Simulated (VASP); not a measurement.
Crystal: HfO2.

```
CELL_PARAMETERS angstrom
3.55802 0.00000 0.00000
0.00000 3.55802 0.00000
0.00000 0.00000 5.17186
ATOMIC_POSITIONS crystal
Hf 0.50000 0.50000 0.50000
Hf 0.00000 0.00000 0.00000
O 0.00000 0.50000 0.69721
O 0.50000 0.00000 0.80279
O 0.50000 0.00000 0.30279
O 0.00000 0.50000 0.19721
```

Base run:

```yaml
Program: VASP 6.6.1
Functional: r2SCAN
Potentials_or_basis: VASP PAW PBE potentials, release 64 (Hf_pv, O)
Cutoff: 520 eV
k_mesh: 6 × 6 × 4
Occupations: gaussian, width 0.01 eV
Spin: no spin polarisation
```

Its results: band gap on the k mesh 5.29 eV, indirect (least direct gap 5.37 eV); pressure 0.4 GPa.

**Question.** After a change of settings the same cell gave: band gap on the k mesh 4.63 eV, indirect (least direct gap 4.71 eV); pressure -1.4 GPa. Which change was it?
A. functional from r2SCAN to LDA; potentials or basis from VASP PAW PBE potentials, release 64 (Hf_pv, O) to VASP PAW LDA potentials, release 64 (Hf_pv, O)
B. functional from r2SCAN to PBEsol; further incar settings from ALGO = Normal; EDIFF = 1e-06; NBANDS = 31 to ALGO = Normal; EDIFF = 1e-07; NBANDS = 31
C. functional from r2SCAN to revPBE; further incar settings from ALGO = Normal; EDIFF = 1e-06; NBANDS = 31 to ALGO = Normal; EDIFF = 1e-07; NBANDS = 31
D. functional from r2SCAN to PBE; further incar settings from ALGO = Normal; EDIFF = 1e-06; NBANDS = 31 to ALGO = Normal; EDIFF = 1e-07; NBANDS = 31

**Answer.** B.

Caveats: the PAW data sets were made with another functional, which shifts forces and pressure a little; spin-orbit coupling is left out, which moves the levels of the heavy elements.
